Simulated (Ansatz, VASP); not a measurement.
## Two plane-wave programs on SiC

File INCAR:

```
SYSTEM = SiC
ALGO = Normal ; EDIFF = 1E-6
ENCUT = 520 ; GGA = PS
ISIF = 2 ; ISMEAR = 0
LASPH = .TRUE. ; LCHARG = .FALSE.
LREAL = .FALSE. ; LWAVE = .FALSE.
NBANDS = 11 ; NELM = 100
PREC = Accurate ; SIGMA = 0.01
```

Contents of KPOINTS:

```
k-points
0
G
  10 10 10
  0 0 0
```

POSCAR

```
SiC
1.0
    0.0000000000      2.1784118705      2.1784118705
    2.1784118705      0.0000000000      2.1784118705
    2.1784118705      2.1784118705      0.0000000000
Si C
1 1
Direct
    0.0000000000      0.0000000000      0.0000000000
    0.7500000000      0.7500000000      0.7500000000
```

Input for Ansatz:

```yaml
crystal:
  lattice:
    - [0.0, 2.17841187053, 2.17841187053]
    - [2.17841187053, 0.0, 2.17841187053]
    - [2.17841187053, 2.17841187053, 0.0]
  atoms:
    - { symbol: Si, position: [0.0, 0.0, 0.0] }
    - { symbol: C, position: [0.75, 0.75, 0.75] }
kpoints:
  mp_grid: { grid: [10, 10, 10] }
scf:
  occupations: { method: fixed }
hamiltonian:
  xc: pbesol
  pseudopotentials: { kind: paw }
output:
  forces: true
  stress: true
  eigenvalues: true
  eigenstates:
    nscf_kmesh: { grid: [16, 16, 16] }
    de_dk: true
    e_range: [-9, 11.24320198271]
  optics:
    e_range: [0, 25]
    de: 0.2
    sigma: 0.2
    bands: { spectra_wanted_up_to: 25 }
    nscf_kmesh: { grid: [16, 16, 16] }
checkpoint:
  write: ck
  write_wavefunctions: false
```

Alike in both runs: task single point; functional PBEsol; k mesh 10 × 10 × 10; no spin polarisation.

|  | VASP | Ansatz |
| --- | --- | --- |
| version | VASP 6.6.1 | Ansatz 0.2.0 |
| potentials or method | VASP PAW PBE potentials, release 64 (Si, C) | PAW with Ansatz's default frozen-core files, scalar-relativistic |
| plane-wave cutoff (eV) | 520 | 420 |
| occupations | gaussian, width 0.01 eV | fixed |
| valence electrons in the cell | 8 | 8 |

|  | VASP | Ansatz | Ansatz less VASP |
| --- | --- | --- | --- |
| gap on the k mesh at the Fermi level (eV) | 1.23 | 1.24 | +0.010 |
| pressure (GPa) | 0.4 | 0.0 | -0.35 |

VASP's potentials were made for PBE, not for PBEsol.
